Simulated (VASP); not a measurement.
# W8C8O in VASP: further runs

W8C8O is run at these levels: PBE; tasks: single point.

Program: VASP 6.6.1. These are calculated values, not measurements. Logs are shortened: lines on timing, memory, paths and dates and some standing lists are left out, and cuts for length are marked.

## (1) The cell of the first run

The cell holds a slab with vacuum, 17 atoms: a = 5.783 Å, b = 5.783 Å, c = 15.245 Å, α = 90.00°, β = 90.00°, γ = 120.00°.

## (2) Single point, PBE

INCAR

```
SYSTEM = W8C8O
ALGO = Normal ; EDIFF = 1E-7
ENCUT = 520 ; GGA = PE
ISIF = 2 ; ISMEAR = -1
LASPH = .TRUE. ; LCHARG = .TRUE.
LELF = .TRUE. ; LREAL = Auto
LVHAR = .TRUE. ; LWAVE = .FALSE.
NBANDS = 89 ; NELM = 80
PREC = Accurate ; SIGMA = 0.05
```

KPOINTS

```
k-points
0
G
  2 2 1
  0 0 0
```

POSCAR

```
W8C8O
1.0
    5.7832000000      0.0000000000      0.0000000000
   -2.8916000000      5.0083980000      0.0000000000
    0.0000000000      0.0000000000     15.2447000000
W C O
8 8 1
Direct
    0.0000000000      0.0000000000      0.0655965680
   -0.0138914220     -0.0118401133      0.2583520830
    0.0000000998      0.5000001997      0.0655965680
   -0.0106687242      0.4802533664      0.2566203336
    0.5000000000      0.0000000000      0.0655965680
    0.5008579164     -0.0090048754      0.2451081359
    0.5000000998      0.5000001997      0.0655965680
    0.4795866711      0.4779172901      0.2584767165
    0.2792203188      0.1430996498      0.1572677718
    0.3280440936      0.1358917562      0.3211607969
    0.3428065268      0.6648632956      0.1622203126
    0.3626152928      0.6937947024      0.3324302872
    0.8264054180      0.1862871122      0.1507409132
    0.3472496417     -0.2702261282      0.4213857931
    0.8108999327      0.6544807342      0.1612035658
    0.8600265448      0.6461147856      0.3340308435
   -0.5718205326     -0.2007028994      0.4971563888
```

Potentials or basis: VASP PAW PBE potentials, release 64 (W_sv, C, O).

Launch:

```console
> cat potpaw_PBE.64/W_sv/POTCAR potpaw_PBE.64/C/POTCAR potpaw_PBE.64/O/POTCAR > POTCAR
> mpirun -np 1 vasp_std > vasp.out
```

OUTCAR:

```text
SYSTEM = W8C8O
   EDIFF = 1E-7
   ENCUT = 520
   GGA = PE
   ISIF = 2
   ISMEAR = -1
   LASPH = .TRUE.
   LREAL = Auto
   NELM = 80
   PREC = Accurate

 ion  position               nearest neighbor table
   1  0.000  0.000  0.066-   9 1.98  13 2.22  15 2.26   3 2.89   7 2.89   5 2.89   5 2.89   7 2.89
                             3 2.89   2 2.94
   2  0.986  0.988  0.258-  10 1.97  16 2.08   9 2.13  15 2.23  13 2.43   6 2.82   4 2.84   8 2.84
                             1 2.94   8 2.94   4 2.95   6 2.98
   3  0.000  0.500  0.066-  13 2.04  15 2.26  11 2.26   1 2.89   5 2.89   7 2.89   7 2.89   5 2.89
                             1 2.89   4 2.91
   4  0.989  0.480  0.257-  16 1.89  13 2.19  12 2.20  11 2.28  15 2.29   6 2.83   2 2.84   8 2.84
                             3 2.91   8 2.94   2 2.95   6 2.96
   5  0.500  0.000  0.066-  13 2.09  11 2.23   9 2.31   6 2.74   7 2.89   3 2.89   1 2.89   1 2.89
                             3 2.89   7 2.89
   6  0.501  0.991  0.245-  10 1.97  12 2.00  11 2.07  13 2.18   9 2.31   5 2.74   2 2.82   4 2.83
                             8 2.89   8 2.91   4 2.96   2 2.98
   7  0.500  0.500  0.066-  15 2.13  11 2.18   9 2.28   5 2.89   1 2.89   3 2.89   3 2.89   1 2.89
                             5 2.89   8 2.94
   8  0.480  0.478  0.258-  10 1.96  12 2.03  11 2.19  15 2.23  16 2.23   9 2.29   4 2.84   2 2.84
                             6 2.89   6 2.91   2 2.94   4 2.94   7 2.94
   9  0.279  0.143  0.157-   1 1.98   2 2.13   7 2.28   8 2.29   5 2.31   6 2.31
  10  0.328  0.136  0.321-   8 1.96   2 1.97   6 1.97
  11  0.343  0.665  0.162-   6 2.07   7 2.18   8 2.19   5 2.23   3 2.26   4 2.28
  12  0.363  0.694  0.332-  14 1.38   6 2.00   8 2.03   4 2.20
  13  0.826  0.186  0.151-   3 2.04   5 2.09   6 2.18   4 2.19   1 2.22   2 2.43
  14  0.347  0.730  0.421-  17 1.24  12 1.38
  15  0.811  0.654  0.161-   7 2.13   8 2.23   2 2.23   3 2.26   1 2.26   4 2.29
  16  0.860  0.646  0.334-   4 1.89   2 2.08   8 2.23
  17  0.428  0.799  0.497-  14 1.24

  LATTYP: Found a hexagonal cell.
 ALAT       =     5.7832000000
 C/A-ratio  =     2.6360319546

  Lattice vectors:

 A1 = (   5.7832000000,   0.0000000000,   0.0000000000)
 A2 = (  -2.8916000000,   5.0083980000,   0.0000000000)
 A3 = (   0.0000000000,   0.0000000000,  15.2447000000)

Analysis of symmetry for initial positions (statically):
=====================================================================
 Subroutine PRICEL returns:
 Original cell was already a primitive cell.

 Routine SETGRP: Setting up the symmetry group for a
 hexagonal supercell.

 Subroutine GETGRP returns: Found  1 space group operations
 (whereof  1 operations were pure point group operations)
 out of a pool of 24 trial point group operations.

The static configuration has the point symmetry C_1 .

Analysis of symmetry for dynamics (positions and initial velocities):
=====================================================================
 Subroutine PRICEL returns:
 Original cell was already a primitive cell.

 Routine SETGRP: Setting up the symmetry group for a
 hexagonal supercell.

 Subroutine GETGRP returns: Found  1 space group operations
 (whereof  1 operations were pure point group operations)
 out of a pool of 24 trial point group operations.

The dynamic configuration has the point symmetry C_1 .

 Subroutine INISYM returns: Found  1 space group operations
 (whereof  1 operations are pure point group operations),
 and found     1 'primitive' translations

----------------------------------------------------------------------------------------

                                     Primitive cell

  volume of cell :     441.5561

  direct lattice vectors                    reciprocal lattice vectors
     5.783200000  0.000000000  0.000000000     0.172914649  0.099832322  0.000000000
    -2.891600000  5.008398000  0.000000000     0.000000000  0.199664643  0.000000000
     0.000000000  0.000000000 15.244700000     0.000000000  0.000000000  0.065596568

  length of vectors
     5.783200000  5.783199900 15.244700000     0.199664640  0.199664643  0.065596568

  position of ions in fractional coordinates (direct lattice)
     0.000000000  0.000000000  0.065596568
     0.986108578  0.988159887  0.258352083
     0.000000100  0.500000200  0.065596568
     0.989331276  0.480253366  0.256620334
     0.500000000  0.000000000  0.065596568
     0.500857916  0.990995125  0.245108136
[... 9 lines left out ...]
     0.860026545  0.646114786  0.334030844
     0.428179467  0.799297101  0.497156389

  ion indices of the primitive-cell ions
   primitive index   ion index
                 1           1
                 2           2
                 3           3
                 4           4
                 5           5
                 6           6
[... 9 lines left out ...]
                16          16
                17          17

----------------------------------------------------------------------------------------

 KPOINTS: k-points

Automatic generation of k-mesh.
 Grid dimensions read from file:
 generate k-points for:    2    2    1

 Generating k-lattice:

  Cartesian coordinates                     Fractional coordinates (reciprocal lattice)
     0.086457325  0.049916161  0.000000000     0.500000000  0.000000000  0.000000000
     0.000000000  0.099832322  0.000000000     0.000000000  0.500000000  0.000000000
     0.000000000  0.000000000  0.065596568     0.000000000  0.000000000  1.000000000

  Length of vectors
     0.099832320  0.099832322  0.065596568

  Shift w.r.t. Gamma in fractional coordinates (k-lattice)
     0.000000000  0.000000000  0.000000000

 Subroutine IBZKPT returns following result:
 ===========================================

 Found      4 irreducible k-points:

 Following reciprocal coordinates:
            Coordinates               Weight
  0.000000  0.000000  0.000000      1.000000
  0.500000  0.000000  0.000000      1.000000
  0.000000  0.500000  0.000000      1.000000
  0.500000  0.500000  0.000000      1.000000
   k-points           NKPTS =      4   k-points in BZ     NKDIM =      4   number of bands    NBANDS=     89
   number of dos      NEDOS =    301   number of ions     NIONS =     17
   total plane-waves  NPLWV = 276480
   dimension x,y,z NGX =    48 NGY =   48 NGZ =  120
   dimension x,y,z NGXF=    96 NGYF=   96 NGZF=  240
   ions per type =               8   8   1
   NGX,Y,Z   is equivalent  to a cutoff of  13.80, 13.80, 13.09 a.u.
   NGXF,Y,Z  is equivalent  to a cutoff of  27.60, 27.60, 26.17 a.u.
 SYSTEM =  W8C8O
   PREC   = accura    normal or accurate (medium, high low for compatibility)
   ISTART =      0    job   : 0-new  1-cont  2-samecut
   ICHARG =      2    charge: 1-file 2-atom 10-const
   ISPIN  =      1    spin polarized calculation?
   LNONCOLLINEAR =      F non collinear calculations
   LSORBIT =      F    spin-orbit coupling
   LASPH  =      T    aspherical Exc in radial PAW
   ENCUT  =  520.0 eV  38.22 Ry    6.18 a.u.  10.75 10.75 28.35*2*pi/ulx,y,z
   NELM   =     80;   NELMIN=  2; NELMDL= -5     # of ELM steps
   EDIFF  = 0.1E-06   stopping-criterion for ELM
   LREAL  =      T    real-space projection
   EDIFFG = 0.1E-05   stopping-criterion for IOM
   NSW    =      0    number of steps for IOM
   IBRION =     -1    ionic relax: 0-MD 1-quasi-New 2-CG
   NFREE  =      0    steps in history (QN), initial steepest desc. (CG)
   ISIF   =      2    stress and relaxation
   ISYM   =      2    0-nonsym 1-usesym 2-fastsym
   POTIM  = 0.5000    time-step for ionic-motion
   TEBEG  =    0.0;   TEEND  =   0.0 temperature during run
   PSTRESS=    0.0 pullay stress
   NELECT =     150.0000    total number of electrons
   NUPDOWN=      -1.0000    fix difference up-down
   EMIN   =  10.00;   EMAX   =-10.00  energy-range for DOS
   EFERMI =   0.00;   METHOD = LEGACY
   ISMEAR =    -1;   SIGMA  =   0.05  broadening in eV -4-tet -1-fermi 0-gaus
   EFERMI_NEDOS =   21; number of points for ismear=-14 and -15
   IALGO  =     38    algorithm
   IMIX   =      4    mixing-type and parameters
     AMIX     =   0.40;   BMIX     =  1.00
     AMIX_MAG =   1.60;   BMIX_MAG =  1.00
  volume/ion in A,a.u.               =      25.97       175.28
  Fermi-wavevector in a.u.,A,eV,Ry     =   1.142291  2.158616 17.753261  1.304828
  Thomas-Fermi vector in A             =   2.278989
   LORBIT       =      0    0 simple, 1 ext, 2 COOP (PROOUT), +10 PAW based schemes
   GGA     = PE    functional components
   LHFCALC =     F    Hartree Fock is set to
   AEXX    =    0.0000 exact exchange contribution
   IVDW    =     0    specifies the selected vdW correction
   LEPSILON=     F    determine dielectric tensor
   LRPA    =     F    only Hartree local field effects (RPA)
 non-spin polarized calculation
  energy-cutoff  :      520.00
  volume of cell :      441.56
 maximum number of plane-waves:     11925
 NGX is ok and might be reduce to    48
   NGX = 21   NGY = 21   NGZ = 57

 number of electron     149.9999991 magnetization

 Free energy of the ion-electron system (eV)
  ---------------------------------------------------
  ext. energy  EPLUGINS =         0.00000000
  ---------------------------------------------------
  free energy    TOTEN  =      -170.24738481 eV

  energy without entropy =     -170.17374243  energy(sigma->0) =     -170.21056362

 E-fermi :   1.4039     XC(G=0):  -6.8699

 val. band max:        1.3725586705   @ k =   0.0000   0.0000   0.0000
 cond. band min:       1.4505598798   @ k =   0.5000   0.0000   0.0000
 fundamental gap:      0.0780012093
 Fermi energy:         1.4038686396

 k-point     1 :       0.0000    0.0000    0.0000
  band No.  band energies     occupation
      1     -72.8891      2.00000
      2     -72.8337      2.00000
      3     -72.7838      2.00000
      4     -72.7654      2.00000
      5     -72.7166      2.00000
      6     -72.6448      2.00000
[... 79 lines left out ...]
     86       3.7917      0.00000
     87       4.0393      0.00000

 k-point     2 :       0.5000    0.0000    0.0000
  band No.  band energies     occupation
      1     -72.8815      2.00000
      2     -72.8301      2.00000
      3     -72.7951      2.00000
      4     -72.7654      2.00000
      5     -72.7084      2.00000
      6     -72.6396      2.00000
[... 79 lines left out ...]
     86       3.3569      0.00000
     87       3.5258      0.00000

 k-point     3 :       0.0000    0.5000    0.0000
  band No.  band energies     occupation
      1     -72.8792      2.00000
      2     -72.8385      2.00000
      3     -72.7786      2.00000
      4     -72.7760      2.00000
      5     -72.7076      2.00000
      6     -72.6466      2.00000
[... 79 lines left out ...]
     86       3.3355      0.00000
     87       3.5665      0.00000

 k-point     4 :       0.5000    0.5000    0.0000
  band No.  band energies     occupation
      1     -72.8792      2.00000
      2     -72.8386      2.00000
      3     -72.7776      2.00000
      4     -72.7769      2.00000
      5     -72.7073      2.00000
      6     -72.6478      2.00000
[... 79 lines left out ...]
     86       3.2959      0.00000
     87       3.4354      0.00000
 [bands above 87 left out]

------------------------ aborting loop because EDIFF is reached ----------------------------------------

  FORCE on cell =-STRESS in cart. coord.  units (eV):
  Direction    XX          YY          ZZ          XY          YZ          ZX
  --------------------------------------------------------------------------------------
  -------------------------------------------------------------------------------------
  Total        3.4769637      3.6685835     -7.3289044     -2.5476027      0.0702943     -1.2557780
  in kB       12.6160911     13.3113795    -26.5927783     -9.2439237      0.2550614     -4.5565644
  external PRESSURE =      -0.2217692 kB  Pullay stress =       0.0000000 kB

 VOLUME and BASIS-vectors are now :
 -----------------------------------------------------------------------------
  energy-cutoff  :      520.00
  volume of cell :      441.56
      direct lattice vectors                 reciprocal lattice vectors
     5.783200000  0.000000000  0.000000000     0.172914649  0.099832322  0.000000000
    -2.891600000  5.008398000  0.000000000     0.000000000  0.199664643  0.000000000
     0.000000000  0.000000000 15.244700000     0.000000000  0.000000000  0.065596568

 POSITION                                       TOTAL-FORCE (eV/Angst)
 -----------------------------------------------------------------------------------
      0.00000      0.00000      1.00000        -1.369505     -0.843838      0.497986
      2.84550      4.94910      3.93850        -0.227527     -1.536266     -1.121425
     -1.44580      2.50420      1.00000        -0.325447      0.582560      1.094918
      4.33280      2.40530      3.91210         0.688431      0.926171     -2.357526
      2.89160      0.00000      1.00000        -0.573034     -0.412911      0.342727
      0.03100      4.96330      3.73660        -0.040081      2.013539     -0.518211
[... 9 lines left out ...]
      3.10540      3.23600      5.09220        -1.996031      0.714054      0.396268
      0.16500      4.00320      7.57900        -1.800885     -1.812996     -4.586623
 -----------------------------------------------------------------------------------
    total drift:                                0.006705     -0.019408     -0.023084

  FREE ENERGIE OF THE ION-ELECTRON SYSTEM (eV)
  ---------------------------------------------------
  free  energy   TOTEN  =      -170.2473848104 eV

  energy  without entropy=     -170.1737424272  energy(sigma->0) =     -170.21056362
```

It took 8.2 min on 1 thread of Intel Xeon Platinum 8375C at 2.90GHz (Ice Lake), shared host; peak memory 0.62 GiB.

Results:

* Free energy: -170.2474 eV
* Largest force: 5.250 eV/Å
* Band gap on the k mesh: zero (bands 75 and 76 overlap by 0.52 eV)

Forces on the atoms (eV/Å):
```
W   -1.370 -0.844  0.498
W   -0.228 -1.536 -1.121
W   -0.325  0.583  1.095
W    0.688  0.926 -2.358
W   -0.573 -0.413  0.343
W   -0.040  2.014 -0.518
W   -0.532 -0.167  1.281
W    2.723  0.853 -1.218
C    2.839  1.107 -0.215
C   -0.533  0.153  2.092
C   -1.653 -0.815 -2.232
C   -1.802 -1.561  4.184
C    0.712 -1.380  0.263
C    2.734  1.744  2.943
C    1.154  0.435 -0.847
C   -1.996  0.714  0.396
O   -1.801 -1.813 -4.587
```

Caveat: the k points lie up to 0.63 Å⁻¹ apart, too coarse for converged energies and pressures of a metal; the atoms stand as in a frame of molecular dynamics; spin-orbit coupling is left out, which moves the levels of the heavy elements.

## (3) Single point, PBE

INCAR

```
SYSTEM = W8C8O
  PREC = Accurate
  ENCUT = 520
  EDIFF = 1E-6
  ISMEAR = -1
  SIGMA = 0.05
  LREAL = Auto
  LASPH = .TRUE.
  NELM = 100
  ALGO = Normal
  ISIF = 2
  LWAVE = .FALSE.
  LCHARG = .FALSE.
  GGA = PE
  NBANDS = 89
```

KPOINTS

```
regular mesh
0
G
  2 2 1
  0 0 0
```

POSCAR

```
W8C8O
1.0
    5.7832000000      0.0000000000      0.0000000000
   -2.8916000000      5.0083980000      0.0000000000
    0.0000000000      0.0000000000     15.2447000000
W C O
8 8 1
Direct
    0.0000000000      0.0000000000      0.0655965680
   -0.0176081643     -0.0039533599      0.2509724691
    0.0000000998      0.5000001997      0.0655965680
   -0.0379263040      0.4939703274      0.2446686389
    0.5000000000      0.0000000000      0.0655965680
    0.4852892263      0.0061297045      0.2466168570
    0.5000000998      0.5000001997      0.0655965680
    0.4777200502      0.4766394364      0.2528091730
    0.3110697775      0.1500479794      0.1433744187
    0.3079744468      0.1172630450      0.3217839643
    0.3646806655      0.6678382988      0.1648966526
    0.3196984074      0.6466938131      0.3406036196
    0.8297022646      0.1885233562      0.1477956273
    0.2969370226     -0.3433233541      0.4315991787
    0.8381820786      0.6730096131      0.1531220687
    0.8297380957      0.6646636310      0.3290455043
   -0.6983563586     -0.3450804030      0.5073894534
```

Potentials or basis: VASP PAW PBE potentials, release 64 (W_sv, C, O).

Launch:

```console
> cat potpaw_PBE.64/W_sv/POTCAR potpaw_PBE.64/C/POTCAR potpaw_PBE.64/O/POTCAR > POTCAR
> mpirun -np 1 vasp_std > vasp.out
```

Wall time 7.6 min (1 thread of Intel Xeon Platinum 8375C at 2.90GHz (Ice Lake), shared host); peak memory 0.62 GiB.

It converged, with:

* Free energy: -170.4292 eV
* Largest force: 4.864 eV/Å
* Band gap on the k mesh: zero (bands 75 and 76 overlap by 0.67 eV)

Forces in eV/Å, atoms in the order of the input:
```
W   -1.657 -0.351 -1.465
W   -0.500 -0.685  0.341
W    0.129  0.903 -1.300
W    4.194  0.089  2.461
W    0.431 -0.744 -1.020
W    3.191 -2.250  0.070
W   -0.393  0.413 -0.377
W    0.578  1.546  1.357
C    1.222  0.781  2.524
C   -2.182  1.556  1.991
C   -2.999  0.072 -2.840
C   -1.689  0.731  1.654
C    0.473 -2.034  0.861
C    1.087 -0.244 -4.225
C   -0.517 -0.015 -0.375
C   -1.017  0.169 -0.826
O   -0.350  0.063  1.167
```

Levels at points of the mesh, in eV from the Fermi level:
```csv
k point,band 74,band 75,band 76,band 77,band 78,band 79
"(0.00, 0.00, 0.00)",0.12,0.25,0.44,0.85,0.96,1.09
"(0.50, 0.00, 0.00)",-0.89,-0.61,-0.06,0.13,0.90,1.01
"(0.00, 0.50, 0.00)",-1.08,-0.71,-0.04,0.25,0.87,1.03
"(0.50, 0.50, 0.00)",-0.67,-0.57,-0.42,0.06,0.83,1.00
```

Caveat: the k points lie up to 0.63 Å⁻¹ apart, too coarse for converged energies and pressures of a metal; the atoms stand as in a frame of molecular dynamics; spin-orbit coupling is left out, which moves the levels of the heavy elements.
